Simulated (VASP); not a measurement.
Wanted: the native input for a VASP 6.6.1 run.

| Item | Value |
| --- | --- |
| Task | single point |
| Functional | PBE |
| Potentials or basis | VASP PAW PBE potentials, release 64 (Be, Co, F) |
| Cutoff | 520 eV |
| k mesh | 8 × 8 × 6 |
| Occupations | gaussian, width 0.02 eV |
| Spin | collinear spin, ferromagnetic start |
| Starting moments | [0.0, 2.86, 0.0, 0.0, 0.0, 0.0] μB |
| Dipole correction | no |
| Further INCAR settings | ALGO = Normal; EDIFF = 1e-06; NBANDS = 32 |

The structure of BeCoF4 lies in POSCAR:

```
BeCoF4
1.0
    3.3894206088      0.0000000000      0.0000000000
    0.0000000000      3.3894206088      0.0000000000
    0.0000000000      0.0000000000      4.8774877030
Be Co F
1 1 4
Direct
    0.0000000000      0.0000000000      0.0000000000
    0.5000000000      0.5000000000      0.5000000000
    0.5000000000      0.0000000000      0.2340624499
    0.0000000000      0.5000000000      0.7659375501
    0.5000000000      0.0000000000      0.7659375501
    0.0000000000      0.5000000000      0.2340624499
```

The input as run:

INCAR

```
PREC = Accurate
ENCUT = 520
EDIFF = 1E-6
ISMEAR = 0
SIGMA = 0.02
LREAL = F
LASPH = T
NELM = 150
ALGO = Normal
ISIF = 2
LWAVE = F
LCHARG = F
ISPIN = 2
MAGMOM = 0 2.86 0 0 0 0
LORBIT = 11
LMAXMIX = 4
GGA = PE
NBANDS = 32
```

KPOINTS

```
Automatic mesh
0
Gamma
  8 8 6
```

Potentials or basis: VASP PAW PBE potentials, release 64 (Be, Co, F).

Run with:

```console
$ cat potpaw_PBE.64/Be/POTCAR potpaw_PBE.64/Co/POTCAR potpaw_PBE.64/F/POTCAR > POTCAR
$ mpirun -np 1 vasp_std > vasp.out
```

It gave:

```yaml
Pressure: -0.4 GPa
Band_gap_on_the_k_mesh: 1.42 eV (least direct gap 1.45 eV)
Net_moment: 3.00 μB per cell
Site_moments: Be -0.00; Co +2.68; F +0.07 μB
Valence_electrons_inside_the_program's_atomic_spheres: Be 0.50; Co 7.61; F 6.11
```

Caveat: a cell with one magnetic atom can't hold antiferromagnetic order, which such compounds often take.

Wall time 5.6 min on 1 thread of Intel Xeon 8259CL, with other jobs on the host, peak memory 0.3 GiB.
